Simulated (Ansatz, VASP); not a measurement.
## Ta: VASP beside Ansatz

```xyz
1
Lattice="-1.5200 1.6402 1.7222 1.5200 -1.6402 1.7222 1.5200 1.6402 -1.7222" Properties=species:S:1:pos:R:3 pbc="T T T"
Ta    0.0000    0.0000    0.0000
```

Change from the starting cell: normal strain along x -0.0733, normal strain along z +0.0500.

Alike in both runs: task single point; functional PBEsol; k mesh 20 × 20 × 20; occupations gaussian, width 0.15 eV; no spin polarisation.

|  | VASP | Ansatz |
| --- | --- | --- |
| version | VASP 6.6.1 | Ansatz 0.2.0 |
| potentials or method | VASP PAW PBE potentials, release 64 (Ta_pv), cutoff 520 eV | scalar-relativistic, plane waves, PAW |
| valence electrons in the cell | 11 | 13 |

```csv
,VASP,Ansatz,Ansatz less VASP
gap on the k mesh at the Fermi level (eV),none,none,-
pressure (GPa),7.4,7.2,-0.29
"traceless stress, the component that is largest in VASP (GPa)",6.13,6.12,-0.003
```

VASP's potentials were made for PBE, not for PBEsol, and Ansatz warns of the same on its side. A gap of «none» marks a metal or a gap that the smearing closes. VASP's potentials hold 11 valence electrons a cell and Ansatz's 13, so a difference there can come from the potentials and not from the codes.

Spin-orbit coupling is off throughout.
